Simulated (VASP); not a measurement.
A run of VASP 6.6.1 is set up as follows.

Contents of POSCAR:

```
LiF
1.0
    0.0000000000      2.0140000000      2.0140000000
    2.0140000000      0.0000000000      2.0140000000
    2.0140000000      2.0140000000      0.0000000000
Li F
1 1
Direct
   -0.0930983118     -0.0930983118      0.0930983118
    0.5000000000      0.5000000000      0.5000000000
```

File INCAR.step1:

```
SYSTEM = LiF
PREC = Accurate
ENCUT = 520
ISMEAR = 0
SIGMA = 0.05
LREAL = .False.
LASPH = .True.
NELM = 100
NBANDS = 12
GGA = PE
ALGO = Normal
EDIFF = 1E-4
LWAVE = .True.
LCHARG = .False.
```

Contents of INCAR.step2:

```
SYSTEM = LiF
PREC = Accurate
ENCUT = 520
EDIFF = 1E-6
ISMEAR = 0
SIGMA = 0.05
LREAL = .False.
LASPH = .True.
NELM = 100
ALGO = Normal
ISIF = 2
LWAVE = .False.
LCHARG = .False.
METAGGA = R2SCAN
LMIXTAU = .True.
NBANDS = 12
ISTART = 1
```

The input KPOINTS:

```
Automatic mesh
0
Gamma
  10 10 10
  0 0 0
```

Potentials or basis: VASP PAW PBE potentials, release 64 (Li_sv, F).

Run with:

```bash
$ cat potpaw_PBE.64/Li_sv/POTCAR potpaw_PBE.64/F/POTCAR > POTCAR
$ cp INCAR.step1 INCAR
$ mpirun -np 1 vasp_std > vasp.out
$ cp INCAR.step2 INCAR
$ mpirun -np 1 vasp_std > vasp.out
```

**Question.** What does it give for the largest force?

**Answer.** 1.739 eV/Å.

**Question.** Estimate the band gap on the k mesh.

**Answer.** 9.99 eV, direct.

Forces in eV/Å, atoms in the order of the input:
```
Li   0.000  0.000  1.739
F    0.000  0.000 -1.739
```

Caveat: the cell differs from its parent crystal (all Li atoms moved +0.375 Å, as atom 1 towards its neighbour atom 2 (F) at 2.014 Å); the PAW data sets were made with another functional, which shifts forces and pressure a little. A k mesh can miss the band edges.
